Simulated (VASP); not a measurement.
# KI (P6_3/mmc) in VASP: relaxation of cell and atoms with PBEsol

Aim: the relaxation of cell and atoms of KI with PBEsol.

All numbers are computed with VASP 6.6.1; they aren't measurements. Logs are shortened: lines on timing, memory, paths and dates and some standing lists are left out, and cuts for length are marked.

## (1) The cell of the first run

It takes space group P6_3/mmc (No. 194, hexagonal). Conventional cell: a = 6.091 Å, b = 6.091 Å, c = 7.118 Å, α = 90.00°, β = 90.00°, γ = 120.00°. Within 4.6 Å of K (site symmetry -6m2) lie 5 I at 3.52 to 3.56 Å. I (site symmetry -6m2) has 5 K at 3.52 to 3.56 Å within 4.6 Å.

## (2) Relaxation of cell and atoms, PBEsol

The input, INCAR:

```
PREC     = Accurate       # precision mode
ENCUT    = 600            # plane-wave cutoff, eV
EDIFF    = 1E-6           # SCF threshold, eV
ISMEAR   = -1             # smearing method
SIGMA    = 0.02           # smearing width, eV
LREAL    = F              # projectors in reciprocal space
LASPH    = T              # aspherical terms in the spheres
NELM     = 80             # most SCF steps
ALGO     = Normal         # electronic algorithm
ISIF     = 3              # what is computed and relaxed
LWAVE    = F              # write WAVECAR
LCHARG   = F              # write CHGCAR
GGA      = PS             # functional
IBRION   = 2              # ionic algorithm
NSW      = 80             # ionic steps
EDIFFG   = -0.005         # ionic threshold
```

The input, KPOINTS:

```
regular mesh
0
Gamma
  6 6 4
```

The input, POSCAR:

```
KI
1.0
    6.0911065587      0.0000000000      0.0000000000
   -3.0455532794      5.2750530170      0.0000000000
    0.0000000000      0.0000000000      7.1175075049
K I
2 2
Direct
    0.3333333333      0.6666666667     -0.0625007815
    0.6666666667      0.3333333333      0.4374992185
    0.3333333333      0.6666666667      0.4375007815
    0.6666666667      0.3333333333      0.9375007815
```

Potentials or basis: VASP PAW PBE potentials, release 64 (K_sv, I).

Launch:

```bash
cat potpaw_PBE.64/K_sv/POTCAR potpaw_PBE.64/I/POTCAR > POTCAR
mpirun -np 1 vasp_std > vasp.out
```

OUTCAR:

```text
PREC = Accurate
   ENCUT = 600
   EDIFF = 1E-6
   ISMEAR = -1
   LREAL = F
   LASPH = T
   NELM = 80
   ISIF = 3
   GGA = PS
   IBRION = 2
   NSW = 80
   EDIFFG = -0.005

 ion  position               nearest neighbor table
   1  0.333  0.667  0.937-   4 3.52   4 3.52   4 3.52   3 3.56   3 3.56
   2  0.667  0.333  0.437-   3 3.52   3 3.52   3 3.52   4 3.56   4 3.56
   3  0.333  0.667  0.438-   2 3.52   2 3.52   2 3.52   1 3.56   1 3.56
   4  0.667  0.333  0.938-   1 3.52   1 3.52   1 3.52   2 3.56   2 3.56

  LATTYP: Found a hexagonal cell.
 ALAT       =     6.0911065587
 C/A-ratio  =     1.1685081251

  Lattice vectors:

 A1 = (   6.0911065587,   0.0000000000,   0.0000000000)
 A2 = (  -3.0455532794,   5.2750530170,   0.0000000000)
 A3 = (   0.0000000000,   0.0000000000,   7.1175075049)

Analysis of symmetry for initial positions (statically):
=====================================================================
 Subroutine PRICEL returns:
 Original cell was already a primitive cell.

 Routine SETGRP: Setting up the symmetry group for a
 hexagonal supercell.

 Subroutine GETGRP returns: Found 24 space group operations
 (whereof  6 operations were pure point group operations)
 out of a pool of 24 trial point group operations.

The static configuration has the point symmetry C_3v.
 The point group associated with its full space group is D_6h.

Analysis of symmetry for dynamics (positions and initial velocities):
=====================================================================
 Subroutine PRICEL returns:
 Original cell was already a primitive cell.

 Routine SETGRP: Setting up the symmetry group for a
 hexagonal supercell.

 Subroutine GETGRP returns: Found 24 space group operations
 (whereof  6 operations were pure point group operations)
 out of a pool of 24 trial point group operations.

The dynamic configuration has the point symmetry C_3v.
 The point group associated with its full space group is D_6h.

 Subroutine INISYM returns: Found 24 space group operations
 (whereof  6 operations are pure point group operations),
 and found     1 'primitive' translations

----------------------------------------------------------------------------------------

                                     Primitive cell

  volume of cell :     228.6920

  direct lattice vectors                    reciprocal lattice vectors
[... 87 lines left out ...]
   EDIFF  = 0.1E-05   stopping-criterion for ELM
   LREAL  =      F    real-space projection
   EDIFFG = -.5E-02   stopping-criterion for IOM
   NSW    =     80    number of steps for IOM
   IBRION =      2    ionic relax: 0-MD 1-quasi-New 2-CG
   NFREE  =      1    steps in history (QN), initial steepest desc. (CG)
   ISIF   =      3    stress and relaxation
   ISYM   =      2    0-nonsym 1-usesym 2-fastsym
   POTIM  = 0.5000    time-step for ionic-motion
   TEBEG  =    0.0;   TEEND  =   0.0 temperature during run
   PSTRESS=    0.0 pullay stress
   NELECT =      32.0000    total number of electrons
   NUPDOWN=      -1.0000    fix difference up-down
   EMIN   =  10.00;   EMAX   =-10.00  energy-range for DOS
   EFERMI =   0.00;   METHOD = LEGACY
   ISMEAR =    -1;   SIGMA  =   0.02  broadening in eV -4-tet -1-fermi 0-gaus
   EFERMI_NEDOS =   21; number of points for ismear=-14 and -15
   IALGO  =     38    algorithm
   IMIX   =      4    mixing-type and parameters
     AMIX     =   0.40;   BMIX     =  1.00
     AMIX_MAG =   1.60;   BMIX_MAG =  1.00
  volume/ion in A,a.u.               =      57.17       385.82
  Fermi-wavevector in a.u.,A,eV,Ry     =   0.849913  1.606103  9.828199  0.722352
  Thomas-Fermi vector in A             =   1.965808
   LORBIT       =      0    0 simple, 1 ext, 2 COOP (PROOUT), +10 PAW based schemes
   GGA     = PS    functional components
   LHFCALC =     F    Hartree Fock is set to
   AEXX    =    0.0000 exact exchange contribution
   IVDW    =     0    specifies the selected vdW correction
   LEPSILON=     F    determine dielectric tensor
   LRPA    =     F    only Hartree local field effects (RPA)
 conjugate gradient relaxation of ions
 non-spin polarized calculation
  energy-cutoff  :      600.00
  volume of cell :      228.69
 maximum number of plane-waves:      7676
 NGX is ok and might be reduce to    50
   NGX = 25   NGY = 25   NGZ = 29

--------------------------------------- Ionic step        1  -------------------------------------------

 number of electron      32.0000001 magnetization

 Free energy of the ion-electron system (eV)
  ---------------------------------------------------
  ext. energy  EPLUGINS =         0.00000000
  ---------------------------------------------------
  free energy    TOTEN  =       -11.39600917 eV

  energy without entropy =      -11.39600917  energy(sigma->0) =      -11.39600917

------------------------ aborting loop because EDIFF is reached ----------------------------------------

  FORCE on cell =-STRESS in cart. coord.  units (eV):
  Direction    XX          YY          ZZ          XY          YZ          ZX
  --------------------------------------------------------------------------------------
  -------------------------------------------------------------------------------------
  Total       -0.5953236     -0.5953236     -0.8317398      0.0000000     -0.0000000     -0.0000000
  in kB       -4.1707364     -4.1707364     -5.8270280      0.0000000     -0.0000000     -0.0000000
  external PRESSURE =      -4.7228336 kB  Pullay stress =       0.0000000 kB
[... 95 lines left out ...]
  FREE ENERGIE OF THE ION-ELECTRON SYSTEM (eV)
  ---------------------------------------------------
  free  energy   TOTEN  =       -11.4164597881 eV

  energy  without entropy=      -11.4164597881  energy(sigma->0) =      -11.41645979

[... ionic steps 4 to 10 ...]

--------------------------------------- Ionic step       11  -------------------------------------------

 number of electron      31.9999999 magnetization

------------------------ aborting loop because EDIFF is reached ----------------------------------------
[... 71 lines left out ...]
--------------------------------------- Ionic step       13  -------------------------------------------

 number of electron      31.9999999 magnetization

 Free energy of the ion-electron system (eV)
  ---------------------------------------------------
  ext. energy  EPLUGINS =         0.00000000
  ---------------------------------------------------
  free energy    TOTEN  =       -11.41657337 eV

  energy without entropy =      -11.41657337  energy(sigma->0) =      -11.41657337

 E-fermi :  -1.0097     XC(G=0):  -6.3177

 val. band max:       -1.4261387683   @ k =   0.0000   0.0000   0.0000
 cond. band min:       2.3609214668   @ k =   0.0000   0.0000   0.0000
 fundamental gap:      3.7870602350
 Fermi energy:        -1.0097310459

 k-point     1 :       0.0000    0.0000    0.0000
  band No.  band energies     occupation
      1     -29.8483      2.00000
      2     -29.8455      2.00000
      3     -13.4402      2.00000
      4     -13.4316      2.00000
      5     -13.4316      2.00000
      6     -13.4137      2.00000
[... 503 lines left out ...]
  FREE ENERGIE OF THE ION-ELECTRON SYSTEM (eV)
  ---------------------------------------------------
  free  energy   TOTEN  =       -11.4165733709 eV

  energy  without entropy=      -11.4165733709  energy(sigma->0) =      -11.41657337

 reached required accuracy - stopping structural energy minimisation
```

OSZICAR:

```text
N       E                     dE             d eps       ncg     rms          rms(c)
DAV:   1     0.240857571187E+03    0.24086E+03   -0.13698E+04   840   0.143E+03
[... 100 lines left out ...]
  12 F= -.11416558E+02 E0= -.11416558E+02  d E =-.328466E-04
       N       E                     dE             d eps       ncg     rms          rms(c)
DAV:   1    -0.114166847622E+02   -0.12666E-03   -0.27028E-03   956   0.401E-01    0.661E-02
DAV:   2    -0.114165970445E+02    0.87718E-04   -0.21012E-04  1060   0.112E-01    0.266E-02
DAV:   3    -0.114165711690E+02    0.25875E-04   -0.67611E-05  1132   0.563E-02    0.213E-02
DAV:   4    -0.114165728516E+02   -0.16826E-05   -0.33417E-06   900   0.980E-03    0.703E-03
DAV:   5    -0.114165733709E+02   -0.51930E-06   -0.53563E-06  1088   0.123E-02
  13 F= -.11416573E+02 E0= -.11416573E+02  d E =-.153266E-04
```

CONTCAR:

```text
KI
   1.00000000000000
     5.9856306979418372    0.0000000000009973   -0.0000000000000000
    -2.9928153490191884    5.1837082420964977    0.0000000000000000
    -0.0000000000000000   -0.0000000000000000    6.9625758239191660
  K               I
     2     2
Direct
     0.3333333332999970    0.6666666667000030    0.9374992185000011
     0.6666666667000030    0.3333333332999970    0.4374992185000011
     0.3333333332999970    0.6666666667000030    0.4375007814999989
     0.6666666667000030    0.3333333332999970    0.9375007814999989

  0.00000000E+00  0.00000000E+00  0.00000000E+00
  0.00000000E+00  0.00000000E+00  0.00000000E+00
  0.00000000E+00  0.00000000E+00  0.00000000E+00
  0.00000000E+00  0.00000000E+00  0.00000000E+00
```

Run time: 22 min. Hardware: 1 thread of Oxide Virtual Turin-like, shared host; peak memory 0.46 GiB.

Results:

```yaml
Free_energy: -11.4166 eV
Relaxed_volume: 54.01 Å³/atom
Relaxed_cell: a = 5.986 Å, b = 5.986 Å, c = 6.963 Å, α = 90.00°, β = 90.00°, γ = 120.00°
Space_group_after_relaxing_to_0.05_Å: P6_3/mmc (No. 194)
Energy_gained_by_relaxing: 5.1 meV/atom
Ionic_steps: 13
Pressure_after_relaxing: 0.0 GPa
Band_gap_on_the_k_mesh: 3.79 eV, direct
```

The path:
```
step  energy change (eV)  largest force (eV/Å)  pressure (GPa)  volume (Å³)
   1              0.0000                0.0000           -0.47       228.69
   2             -0.0136                0.0000           -0.29       223.16
   3             -0.0205                0.0000           -0.03       216.61
   4             -0.0205                0.0000            0.00       215.90
   5             -0.0205                0.0000            0.02       216.15
   6             -0.0205                0.0000           -0.03       216.37
   7             -0.0205                0.0000           -0.03       216.33
   8             -0.0205                0.0000           -0.02       216.29
   9             -0.0205                0.0000           -0.02       216.24
  10             -0.0205                0.0000           -0.02       216.09
  11             -0.0205                0.0000           -0.02       216.17
  12             -0.0205                0.0000           -0.02       216.20
  13             -0.0206                0.0000           -0.01       216.03
```

Final structure:
```yaml
crystal:
  lattice:
    - [5.98563, 0.00000, 0.00000]
    - [-2.99282, 5.18371, 0.00000]
    - [0.00000, 0.00000, 6.96258]
  atoms:
    - { symbol: K, position: [0.33333, 0.66667, 0.93750] }
    - { symbol: K, position: [0.66667, 0.33333, 0.43750] }
    - { symbol: I, position: [0.33333, 0.66667, 0.43750] }
    - { symbol: I, position: [0.66667, 0.33333, 0.93750] }
```

Caveat: the PAW data sets were made with another functional, which shifts forces and pressure a little; spin-orbit coupling is left out, which moves the levels of the heavy elements. A k mesh can miss the band edges.
